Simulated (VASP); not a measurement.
CaF2: single point with PBE

CaF2:

```
CELL_PARAMETERS angstrom
0.00000 2.69240 2.69240
2.69240 0.00000 2.69240
2.69240 2.69240 0.00000
ATOMIC_POSITIONS crystal
Ca 0.00000 0.00000 0.00000
F 0.25000 0.25000 0.25000
F 0.75000 0.75000 0.75000
```

This cell differs from its parent crystal: strain -1.0%.

| Property | Result |
| --- | --- |
| Program | VASP 6.6.1 |
| Task | single point |
| Functional | PBE |
| Potentials or basis | VASP PAW PBE potentials, release 64 (Ca_sv, F) |
| Cutoff | 600 eV |
| k mesh | 8 × 8 × 8 |
| Occupations | fermi-dirac, width 0.02 eV |
| Spin | no spin polarisation |

The pressure is 6.6 GPa and the band gap on the k mesh is 7.54 eV, indirect (least direct gap 7.80 eV).

Levels at points of the mesh, in eV from the valence-band top:
```csv
k point,band 10,band 11,band 12,band 13,band 14,band 15
"(0.00, 0.00, 0.00)",-0.26,-0.26,-0.26,7.54,9.33,9.33
"(0.50, 0.00, 0.00)",-1.29,-0.86,-0.86,9.57,9.57,10.03
"(0.50, 0.50, 0.00)",-0.39,-0.39,0.00,8.24,9.77,10.32
```

Run time: 26 s on 1 thread of Intel Xeon 6975P-C, on a shared host, peak memory 0.18 GiB.

Caveat: the cell differs from its parent crystal (strain -1.0%). A k mesh can miss the band edges.
